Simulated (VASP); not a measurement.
Crystal: Sn.

```
Sn
1.0
    -1.94768    1.94768    1.81470
     1.94768   -1.94768    1.81470
     1.94768    1.94768   -1.81470
Sn
1
Direct
  0.50000 0.50000 0.00000
```

The cell was built from a structure type or drawn by symmetry, and may not be a known phase.

```yaml
Program: VASP 6.6.1
Task: relaxation of cell and atoms
Functional: PBE
Potentials_or_basis: VASP PAW PBE potentials, release 64 (Sn_d)
Cutoff: 600 eV
k_mesh: 20 × 20 × 20
Occupations: gaussian, width 0.1 eV
Spin: no spin polarisation
```

At the start: pressure 0.2 GPa; volume 27.54 Å³/atom.

Where does the relaxation end?

Over 20 steps the energy falls by 5.8 meV/atom and the volume is 27.74 Å³/atom (+0.8 %); space group I4/mmm (No. 139, to 0.1 Å) before and after.

Step by step:
| step | energy change (eV) | largest force (eV/Å) | pressure (GPa) | volume (Å³) |
| --- | --- | --- | --- | --- |
| 1 | 0.0000 | 0.0000 | 0.23 | 27.54 |
| 2 | -0.0011 | 0.0000 | -0.05 | 27.69 |
| 3 | -0.0027 | 0.0000 | -0.67 | 28.17 |
| 4 | -0.0033 | 0.0000 | -0.77 | 28.13 |
| 5 | -0.0049 | 0.0000 | -0.60 | 28.04 |
| 6 | -0.0055 | 0.0000 | -0.04 | 27.83 |
| 7 | -0.0056 | 0.0000 | -0.25 | 27.91 |
| 8 | -0.0056 | 0.0000 | -0.14 | 27.89 |
| 9 | -0.0056 | 0.0000 | -0.22 | 27.88 |
| 10 | -0.0056 | 0.0000 | -0.13 | 27.85 |
| 11 | -0.0056 | 0.0000 | -0.17 | 27.87 |
| 12 | -0.0057 | 0.0000 | -0.20 | 27.82 |
| 13 | -0.0057 | 0.0000 | -0.11 | 27.64 |
| 14 | -0.0047 | 0.0000 | 0.64 | 27.29 |
| 15 | -0.0056 | 0.0000 | 0.44 | 27.58 |
| 16 | -0.0057 | 0.0000 | 0.28 | 27.62 |
| 17 | -0.0057 | 0.0000 | 0.20 | 27.63 |
| 18 | -0.0058 | 0.0000 | -0.10 | 27.76 |
| 19 | -0.0058 | 0.0000 | 0.09 | 27.73 |
| 20 | -0.0058 | 0.0000 | 0.00 | 27.74 |

Final structure:
```xyz
1
Lattice="-2.0022 2.0022 1.7302 2.0022 -2.0022 1.7302 2.0022 2.0022 -1.7302" Properties=species:S:1:pos:R:3 pbc="T T T"
Sn    0.0000    0.0000    1.7302
```
